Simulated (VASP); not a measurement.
Write the native input for VASP 6.6.1 that does the following.

```yaml
Task: single point
Functional: LDA
Potentials_or_basis: VASP PAW LDA potentials, release 64 (Si)
Cutoff: 520 eV
k_mesh: 7 × 7 × 1
Occupations: gaussian, width 0.05 eV
Spin: collinear spin
Starting_moments: "[0.0, 0.0, 0.0, 0.0, 2.0] μB"
Dipole_correction: yes
Further_INCAR_settings: ALGO = Normal; EDIFF = 1e-06; NBANDS = 22
```

The structure of Si lies in POSCAR:

```
Si
1.0
    3.8195065206      0.0000000000      0.0000000000
    0.0000000000      3.8195065206      0.0000000000
    0.0000000000      0.0000000000     21.0645252450
Si
5
Direct
    0.0000000000      0.5000000000      0.1898927203
    0.0000000000      0.0000000000      0.2540004780
    0.5000000000      0.0000000000      0.3202822601
    0.5000000000      0.5000000000      0.3828486591
    0.5000000000      0.5000000000      0.4953600959
```

One way to write it, as run:

INCAR

```
ALGO = Normal
DIPOL = 0.5 0.5 0.328
EDIFF = 1E-6
ENCUT = 520
GGA = CA
IDIPOL = 3
ISIF = 2
ISMEAR = 0
ISPIN = 2
LASPH = True
LCHARG = True
LDIPOL = True
LELF = True
LORBIT = 11
LREAL = False
LVACPOTAV = True
LVHAR = True
LWAVE = False
MAGMOM = 0 0 0 0 2
NBANDS = 22
NELM = 150
PREC = Accurate
SIGMA = 0.05
```

KPOINTS

```
k-points
0
Gamma
  7 7 1
```

Potentials or basis: VASP PAW LDA potentials, release 64 (Si).

Run with:

```bash
$ cat potpaw_LDA.64/Si/POTCAR > POTCAR
$ mpirun -np 1 vasp_std > vasp.out
```

Results of the run:

```json
{
 "Largest force": "0.755 eV/Å",
 "Band gap on the k mesh": "zero (filled and empty bands overlap)",
 "Net moment": "0.00 μB per cell",
 "Valence electrons inside the program's atomic spheres": "Si 1.60, 1.70, 1.69, 1.65, 1.51"
}
```

Run time: 14 min on 1 thread of AMD EPYC 7R13 (shared host), peak memory 0.35 GiB.
